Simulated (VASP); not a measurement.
# CuAu (P4/mmm) in VASP: further runs

CuAu is run at these levels: PBE; tasks: single point.

Everything below comes from runs of VASP 6.6.1. Logs are shortened: lines on timing, memory, paths and dates and some standing lists are left out, and cuts for length are marked.

### 1 The cell of the first run

The structure is tetragonal, space group P4/mmm (No. 123). The conventional cell has a = 2.800 Å, b = 2.800 Å, c = 3.725 Å, α = 90.00°, β = 90.00°, γ = 90.00°. Cu (site symmetry 4/mmm) has 8 Au at 2.72 Å and 4 Cu at 2.80 Å within 3.6 Å. Au (site symmetry 4/mmm) has 8 Cu at 2.72 Å and 4 Au at 2.80 Å within 3.6 Å.

### 2 Single point, PBE (strain +0.000 along x and y, +0.015 along z)

Input file INCAR:

```
PREC = Accurate
ENCUT = 520
EDIFF = 1E-6
ISMEAR = 0
SIGMA = 0.15
LREAL = False
LASPH = True
NELM = 80
ALGO = Fast
ISIF = 2
LWAVE = False
LCHARG = False
GGA = PE
NBANDS = 18
```

Input file KPOINTS:

```
regular mesh
0
Gamma
  18 18 14
```

Input file POSCAR:

```
CuAu
1.0
    2.8000000000      0.0000000000      0.0000000000
    0.0000000000      2.8000000000      0.0000000000
    0.0000000000      0.0000000000      3.7250500000
Cu Au
1 1
Direct
    0.5000000000      0.5000000000      0.5000000000
    0.0000000000      0.0000000000      0.0000000000
```

Potentials or basis: VASP PAW PBE potentials, release 64 (Cu, Au).

Started as:

```bash
$ cat potpaw_PBE.64/Cu/POTCAR potpaw_PBE.64/Au/POTCAR > POTCAR
$ mpirun -np 1 vasp_std > vasp.out
```

OUTCAR:

```text
PREC = Accurate
   ENCUT = 520
   EDIFF = 1E-6
   ISMEAR = 0
   LREAL = False
   LASPH = True
   NELM = 80
   ISIF = 2
   GGA = PE

 ion  position               nearest neighbor table
   1  0.500  0.500  0.500-   2 2.72   2 2.72   2 2.72   2 2.72   2 2.72   2 2.72   2 2.72   2 2.72

   2  0.000  0.000  0.000-   1 2.72   1 2.72   1 2.72   1 2.72   1 2.72   1 2.72   1 2.72   1 2.72

  LATTYP: Found a simple tetragonal cell.
 ALAT       =     2.8000000000
 C/A-ratio  =     1.3303750000

  Lattice vectors:

 A1 = (   2.8000000000,   0.0000000000,   0.0000000000)
 A2 = (   0.0000000000,   2.8000000000,   0.0000000000)
 A3 = (   0.0000000000,   0.0000000000,   3.7250500000)

Analysis of symmetry for initial positions (statically):
=====================================================================
 Subroutine PRICEL returns:
 Original cell was already a primitive cell.

 Routine SETGRP: Setting up the symmetry group for a
 simple tetragonal supercell.

 Subroutine GETGRP returns: Found 16 space group operations
 (whereof 16 operations were pure point group operations)
 out of a pool of 16 trial point group operations.

The static configuration has the point symmetry D_4h.

Analysis of symmetry for dynamics (positions and initial velocities):
=====================================================================
 Subroutine PRICEL returns:
 Original cell was already a primitive cell.

 Routine SETGRP: Setting up the symmetry group for a
 simple tetragonal supercell.

 Subroutine GETGRP returns: Found 16 space group operations
 (whereof 16 operations were pure point group operations)
 out of a pool of 16 trial point group operations.

The dynamic configuration has the point symmetry D_4h.

 Subroutine INISYM returns: Found 16 space group operations
 (whereof 16 operations are pure point group operations),
 and found     1 'primitive' translations

----------------------------------------------------------------------------------------

                                     Primitive cell

  volume of cell :      29.2044

  direct lattice vectors                    reciprocal lattice vectors
     2.800000000  0.000000000  0.000000000     0.357142857  0.000000000  0.000000000
     0.000000000  2.800000000  0.000000000     0.000000000  0.357142857  0.000000000
     0.000000000  0.000000000  3.725050000     0.000000000  0.000000000  0.268452772

  length of vectors
     2.800000000  2.800000000  3.725050000     0.357142857  0.357142857  0.268452772

  position of ions in fractional coordinates (direct lattice)
     0.500000000  0.500000000  0.500000000
     0.000000000  0.000000000  0.000000000

  ion indices of the primitive-cell ions
   primitive index   ion index
                 1           1
                 2           2

----------------------------------------------------------------------------------------

 KPOINTS: regular mesh

Automatic generation of k-mesh.
 Grid dimensions read from file:
 generate k-points for:   18   18   14

 Generating k-lattice:

  Cartesian coordinates                     Fractional coordinates (reciprocal lattice)
     0.019841270  0.000000000  0.000000000     0.055555556  0.000000000  0.000000000
     0.000000000  0.019841270  0.000000000     0.000000000  0.055555556  0.000000000
     0.000000000  0.000000000  0.019175198     0.000000000  0.000000000  0.071428571

  Length of vectors
     0.019841270  0.019841270  0.019175198

  Shift w.r.t. Gamma in fractional coordinates (k-lattice)
     0.000000000  0.000000000  0.000000000

 Subroutine IBZKPT returns following result:
 ===========================================

 Found    440 irreducible k-points:

 Following reciprocal coordinates:
            Coordinates               Weight
  0.000000  0.000000  0.000000      1.000000
  0.055556  0.000000  0.000000      4.000000
  0.111111  0.000000  0.000000      4.000000
  0.166667  0.000000  0.000000      4.000000
  0.222222  0.000000  0.000000      4.000000
  0.277778  0.000000  0.000000      4.000000
[... 16 lines left out ...]
  0.277778  0.111111  0.000000      8.000000
  0.333333  0.111111  0.000000      8.000000
 [... further k-points ...]
   k-points           NKPTS =    440   k-points in BZ     NKDIM =    440   number of bands    NBANDS=     18
   number of dos      NEDOS =    301   number of ions     NIONS =      2
   total plane-waves  NPLWV =  16128
   dimension x,y,z NGX =    24 NGY =   24 NGZ =   28
   dimension x,y,z NGXF=    48 NGYF=   48 NGZF=   56
   ions per type =               1   1
   NGX,Y,Z   is equivalent  to a cutoff of  14.25, 14.25, 12.50 a.u.
   NGXF,Y,Z  is equivalent  to a cutoff of  28.50, 28.50, 24.99 a.u.
 SYSTEM =  unknown system
   PREC   = accura    normal or accurate (medium, high low for compatibility)
   ISTART =      0    job   : 0-new  1-cont  2-samecut
   ICHARG =      2    charge: 1-file 2-atom 10-const
   ISPIN  =      1    spin polarized calculation?
   LNONCOLLINEAR =      F non collinear calculations
   LSORBIT =      F    spin-orbit coupling
   LASPH  =      T    aspherical Exc in radial PAW
   ENCUT  =  520.0 eV  38.22 Ry    6.18 a.u.   5.21  5.21  6.93*2*pi/ulx,y,z
   NELM   =     80;   NELMIN=  2; NELMDL= -5     # of ELM steps
   EDIFF  = 0.1E-05   stopping-criterion for ELM
   LREAL  =      F    real-space projection
   EDIFFG = 0.1E-04   stopping-criterion for IOM
   NSW    =      0    number of steps for IOM
   IBRION =     -1    ionic relax: 0-MD 1-quasi-New 2-CG
   NFREE  =      0    steps in history (QN), initial steepest desc. (CG)
   ISIF   =      2    stress and relaxation
   ISYM   =      2    0-nonsym 1-usesym 2-fastsym
   POTIM  = 0.5000    time-step for ionic-motion
   TEBEG  =    0.0;   TEEND  =   0.0 temperature during run
   PSTRESS=    0.0 pullay stress
   NELECT =      22.0000    total number of electrons
   NUPDOWN=      -1.0000    fix difference up-down
   EMIN   =  10.00;   EMAX   =-10.00  energy-range for DOS
   EFERMI =   0.00;   METHOD = LEGACY
   ISMEAR =     0;   SIGMA  =   0.15  broadening in eV -4-tet -1-fermi 0-gaus
   EFERMI_NEDOS =   21; number of points for ismear=-14 and -15
   IALGO  =     68    algorithm
   IMIX   =      4    mixing-type and parameters
     AMIX     =   0.40;   BMIX     =  1.00
     AMIX_MAG =   1.60;   BMIX_MAG =  1.00
  volume/ion in A,a.u.               =      14.60        98.54
  Fermi-wavevector in a.u.,A,eV,Ry     =   1.489589  2.814914 30.189616  2.218874
  Thomas-Fermi vector in A             =   2.602478
   LORBIT       =      0    0 simple, 1 ext, 2 COOP (PROOUT), +10 PAW based schemes
   GGA     = PE    functional components
   LHFCALC =     F    Hartree Fock is set to
   AEXX    =    0.0000 exact exchange contribution
   IVDW    =     0    specifies the selected vdW correction
   LEPSILON=     F    determine dielectric tensor
   LRPA    =     F    only Hartree local field effects (RPA)
 non-spin polarized calculation
 RMM-DIIS sequential band-by-band and
 Gauss-broadening in eV      SIGMA  =   0.15
  energy-cutoff  :      520.00
  volume of cell :       29.20
 maximum number of plane-waves:       808
 NGX is ok and might be reduce to    24
   NGX = 11   NGY = 11   NGZ = 13

 number of electron      22.0000017 magnetization

 Free energy of the ion-electron system (eV)
  ---------------------------------------------------
  ext. energy  EPLUGINS =         0.00000000
  ---------------------------------------------------
  free energy    TOTEN  =        -7.05394815 eV

  energy without entropy =       -7.04698021  energy(sigma->0) =       -7.05046418

 E-fermi :   8.7023     XC(G=0): -12.6451

 val. band max:        8.6991294645   @ k =   0.3889   0.2222   0.4286
 cond. band min:       8.7089005827   @ k =   0.3889   0.3333   0.2857
 fundamental gap:      0.0097711182
 Fermi energy:         8.7022585753

 k-point     1 :       0.0000    0.0000    0.0000
  band No.  band energies     occupation
      1      -1.0586      2.00000
      2       2.0744      2.00000
      3       2.2418      2.00000
      4       4.6596      2.00000
      5       4.6596      2.00000
      6       5.7457      2.00000
[... 10 lines left out ...]
     17      25.6469      0.00000
     18      26.0447      0.00000

 k-point     2 :       0.0556    0.0000    0.0000
  band No.  band energies     occupation
      1      -0.9855      2.00000
      2       2.1135      2.00000
      3       2.2818      2.00000
      4       4.6128      2.00000
      5       4.6763      2.00000
      6       5.7129      2.00000
[... 10 lines left out ...]
     17      26.0776      0.00000
     18      26.2192      0.00000

 k-point     3 :       0.1111    0.0000    0.0000
  band No.  band energies     occupation
      1      -0.7706      2.00000
      2       2.2094      2.00000
      3       2.4191      2.00000
      4       4.4758      2.00000
      5       4.7257      2.00000
      6       5.6171      2.00000
[... 10 lines left out ...]
     17      26.1117      0.00000
     18      27.7227      0.00000

 k-point     4 :       0.1667    0.0000    0.0000
  band No.  band energies     occupation
      1      -0.4268      2.00000
      2       2.3319      2.00000
      3       2.6697      2.00000
      4       4.2623      2.00000
      5       4.8051      2.00000
      6       5.4673      2.00000
[... 375 lines left out ...]
      4       3.9803      2.00000
      5       4.6433      2.00000
      6       5.0768      2.00000
[... 10 lines left out ...]
     17      25.4703      0.00000
     18      28.1934      0.00000

 k-point    23 :       0.2778    0.1111    0.0000
  band No.  band energies     occupation
      1       0.8185      2.00000
      2       2.8540      2.00000
      3       3.4101      2.00000
      4       3.7023      2.00000
      5       4.6710      2.00000
      6       4.9088      2.00000
[... 10 lines left out ...]
     17      24.2863      0.00000
     18      27.4302      0.00000

 k-point    24 :       0.3333    0.1111    0.0000
  band No.  band energies     occupation
      1       1.3542      2.00000
      2       3.0220      2.00000
      3       3.4502      2.00000
      4       3.6506      2.00000
      5       4.6888      2.00000
      6       4.8605      2.00000
[... 10 lines left out ...]
     17      23.0106      0.00000
     18      26.2134      0.00000

 [... further k-points ...]
[... 5 lines left out ...]
  --------------------------------------------------------------------------------------
  -------------------------------------------------------------------------------------
  Total        0.8944514      0.8944514      0.6294210      0.0000000     -0.0000000      0.0000000
  in kB       49.0703487     49.0703487     34.5305618      0.0000000     -0.0000000      0.0000000
  external PRESSURE =      44.2237531 kB  Pullay stress =       0.0000000 kB

 VOLUME and BASIS-vectors are now :
 -----------------------------------------------------------------------------
  energy-cutoff  :      520.00
  volume of cell :       29.20
      direct lattice vectors                 reciprocal lattice vectors
     2.800000000  0.000000000  0.000000000     0.357142857  0.000000000  0.000000000
     0.000000000  2.800000000  0.000000000     0.000000000  0.357142857  0.000000000
     0.000000000  0.000000000  3.725050000     0.000000000  0.000000000  0.268452772

 POSITION                                       TOTAL-FORCE (eV/Angst)
 -----------------------------------------------------------------------------------
      1.40000      1.40000      1.86252         0.000000      0.000000      0.000000
      0.00000      0.00000      0.00000         0.000000      0.000000      0.000000
 -----------------------------------------------------------------------------------
    total drift:                                0.000000      0.000000     -0.000000

  FREE ENERGIE OF THE ION-ELECTRON SYSTEM (eV)
  ---------------------------------------------------
  free  energy   TOTEN  =        -7.0539481484 eV

  energy  without entropy=       -7.0469802102  energy(sigma->0) =       -7.05046418
```

Run time: 1.8 min. Hardware: 1 thread of Intel Xeon 6975P-C (Granite Rapids), shared host; peak memory 0.34 GiB.

What came out:

| Quantity | Value |
| --- | --- |
| Free energy | -7.0539 eV |
| Pressure | 4.4 GPa |
| Band gap on the k mesh | zero (band 11 reaches 14.12 eV, above the bottom of band 12 at 6.74 eV) |

Levels at points of the mesh, in eV from the Fermi level:
```csv
k point,band 9,band 10,band 11,band 12,band 13,band 14
"(0.00, 0.00, 0.00)",-1.71,-1.48,-1.48,1.89,7.72,10.19
"(0.50, 0.00, 0.00)",-2.39,-2.18,-0.84,-0.09,9.21,9.31
"(0.50, 0.50, 0.00)",-1.41,-1.41,0.75,0.75,5.25,6.91
"(0.00, 0.00, 0.50)",-2.38,-2.31,-2.31,-1.96,14.44,14.64
"(0.50, 0.00, 0.50)",-1.62,-1.58,-1.05,-1.04,2.66,4.31
"(0.50, 0.50, 0.50)",-1.62,-1.62,5.42,5.48,5.48,6.25
```

Caveat: the cell differs from its parent crystal (strain +0.000 along x and y, +0.015 along z); spin-orbit coupling is left out, which moves the levels of the heavy elements.

### 3 Single point, PBE (strain +0.015 along x and y, -0.015 along z)

Input file INCAR:

```
SYSTEM = CuAu
ALGO     = Fast           ! electronic algorithm
EDIFF    = 1E-6           ! SCF threshold, eV
ENCUT    = 520            ! plane-wave cutoff, eV
GGA      = PE             ! functional
ISIF     = 2              ! what is computed and relaxed
ISMEAR   = 0              ! smearing method
LASPH    = .TRUE.         ! aspherical terms in the spheres
LCHARG   = .FALSE.        ! write CHGCAR
LREAL    = .FALSE.        ! projectors in reciprocal space
LWAVE    = .FALSE.        ! write WAVECAR
NBANDS   = 18             ! bands
NELM     = 60             ! most SCF steps
PREC     = Accurate       ! precision mode
SIGMA    = 0.15           ! smearing width, eV
```

Input file KPOINTS:

```
k-points
0
G
  18 18 14
  0 0 0
```

Input file POSCAR:

```
CuAu
1.0
    2.8420000000      0.0000000000      0.0000000000
    0.0000000000      2.8420000000      0.0000000000
    0.0000000000      0.0000000000      3.6149500000
Cu Au
1 1
Direct
    0.5000000000      0.5000000000      0.5000000000
    0.0000000000      0.0000000000      0.0000000000
```

Potentials or basis: VASP PAW PBE potentials, release 64 (Cu, Au).

Started as:

```bash
$ cat potpaw_PBE.64/Cu/POTCAR potpaw_PBE.64/Au/POTCAR > POTCAR
$ mpirun -np 1 vasp_std > vasp.out
```

It took 98 s on 1 thread of Intel Xeon 6975P-C (Granite Rapids), shared host; peak memory 0.34 GiB.

The run converged. Its results:

| Item | Value |
| --- | --- |
| Free energy | -7.0580 eV |
| Pressure | 4.3 GPa |
| Band gap on the k mesh | zero (band 11 reaches 13.90 eV, above the bottom of band 12 at 6.67 eV) |

Stress tensor (GPa, compression positive):
```
4.32 0.00 0.00
0.00 4.32 0.00
0.00 0.00 4.14
```

Levels at points of the mesh, in eV from the Fermi level:
```tsv
k point	band 9	band 10	band 11	band 12	band 13	band 14
(0.00, 0.00, 0.00)	-1.72	-1.50	-1.50	2.52	8.53	9.61
(0.50, 0.00, 0.00)	-2.46	-2.25	-0.98	-0.34	9.75	9.79
(0.50, 0.50, 0.00)	-1.38	-1.38	0.48	0.48	4.81	6.63
(0.00, 0.00, 0.50)	-2.39	-2.39	-2.31	-2.05	14.10	14.35
(0.50, 0.00, 0.50)	-1.59	-1.55	-1.04	-1.04	2.59	4.43
(0.50, 0.50, 0.50)	-1.79	-1.71	5.19	5.46	5.46	5.88
```

Caveat: the cell differs from its parent crystal (strain +0.015 along x and y, -0.015 along z); spin-orbit coupling is left out, which moves the levels of the heavy elements.
